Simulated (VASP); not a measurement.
**Be2CdS3: single point with PBE**

The system is Be2CdS3.

```
CELL_PARAMETERS angstrom
3.46081 0.00000 0.00000
0.00000 3.46081 0.00000
0.00000 0.00000 10.83763
ATOMIC_POSITIONS crystal
Be 0.00000 0.50000 0.57272
Be 0.50000 0.00000 0.42728
Cd 0.00000 0.00000 0.00000
S 0.50000 0.50000 0.00000
S 0.00000 0.50000 0.38446
S 0.50000 0.00000 0.61554
```

- Program: VASP 6.6.1
- Task: single point
- Functional: PBE
- Potentials or basis: VASP PAW PBE potentials, release 64 (Be, Cd, S)
- Cutoff: 520 eV
- k mesh: 6 × 6 × 2
- Occupations: gaussian, width 0.1 eV
- Spin: no spin polarisation

The pressure is 0.2 GPa. The largest force is 0.028 eV/Å. The band gap on the k mesh is zero (band 17 reaches 3.16 eV, above the bottom of band 18 at 2.19 eV).

Forces on the atoms (eV/Å):
```
Be   0.000  0.000 -0.028
Be   0.000  0.000  0.028
Cd   0.000  0.000  0.000
S    0.000  0.000  0.000
S    0.000  0.000  0.007
S    0.000  0.000 -0.007
```

Stress tensor (GPa, compression positive):
```
0.33 0.00 0.00
0.00 0.33 0.00
0.00 0.00 0.03
```

Levels at points of the mesh, in eV from the Fermi level:
| k point | band 13 | band 14 | band 15 | band 16 | band 17 | band 18 | band 19 | band 20 | band 21 | band 22 |
| --- | --- | --- | --- | --- | --- | --- | --- | --- | --- | --- |
| (0.00, 0.00, 0.00) | -3.02 | -2.63 | -2.63 | -1.85 | -1.85 | 0.62 | 1.29 | 1.34 | 3.98 | 4.06 |
| (0.50, 0.00, 0.00) | -3.56 | -1.97 | -1.87 | -1.86 | 0.04 | 1.78 | 2.52 | 2.70 | 3.43 | 3.44 |
| (0.50, 0.50, 0.00) | -4.32 | -4.30 | -3.92 | -3.92 | -1.87 | -0.93 | 0.06 | 0.06 | 4.02 | 4.06 |
| (0.00, 0.00, 0.50) | -3.31 | -2.63 | -2.63 | -1.85 | -1.85 | 0.72 | 1.24 | 1.30 | 4.05 | 4.09 |
| (0.50, 0.00, 0.50) | -3.59 | -1.93 | -1.87 | -1.86 | 0.04 | 2.05 | 2.48 | 2.56 | 3.43 | 3.44 |
| (0.50, 0.50, 0.50) | -4.32 | -4.30 | -3.92 | -3.92 | -1.88 | -0.92 | 0.06 | 0.06 | 3.72 | 4.11 |

Run time: 49 s on 1 thread of Intel(R) Xeon(R) Platinum 8559C (Emerald Rapids), with other jobs on the host, peak memory 0.26 GiB.
